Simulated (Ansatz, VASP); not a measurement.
## TiO2: VASP beside Ansatz

```
CELL_PARAMETERS angstrom
-3.79922 0.00000 0.00000
0.00000 -3.79922 0.00000
0.00000 -1.51969 9.69690
ATOMIC_POSITIONS crystal
Ti 0.00000 0.75000 0.62500
Ti 0.50000 0.45000 0.12500
Ti 0.50000 0.85000 0.37500
Ti 0.00000 0.15000 0.87500
O 0.00000 0.66740 0.83151
O 0.50000 0.36740 0.33151
O 0.50000 0.76740 0.58151
O 0.00000 0.46740 0.08151
O 0.50000 0.93260 0.16849
O 0.00000 0.23260 0.66849
O 0.00000 0.83260 0.41849
O 0.50000 0.13260 0.91849
```

Alike in both runs: task single point; functional PBE; k mesh 7 × 7 × 3; occupations gaussian, width 0.05 eV; no spin polarisation.

|  | VASP | Ansatz |
| --- | --- | --- |
| version | VASP 6.6.1 | Ansatz 0.2.0 |
| potentials or method | VASP PAW PBE potentials, release 64 (Ti_sv, O), cutoff 520 eV | scalar-relativistic, plane waves, PAW |
| valence electrons in the cell | 96 | 96 |

```tsv
	VASP	Ansatz	Ansatz less VASP
gap on the k mesh at the Fermi level (eV)	1.94	1.96	+0.020
least direct gap on the mesh (eV)	2.19	2.21	+0.019
pressure (GPa)	-3.2	-3.8	-0.64
traceless stress, the component that is largest in VASP (GPa)	-5.42	-5.48	-0.058
rms of the force components (eV/Å)	0.346	0.352	+0.0059
```

Atom by atom the forces differ by 0.015 eV/Å (rms over components).
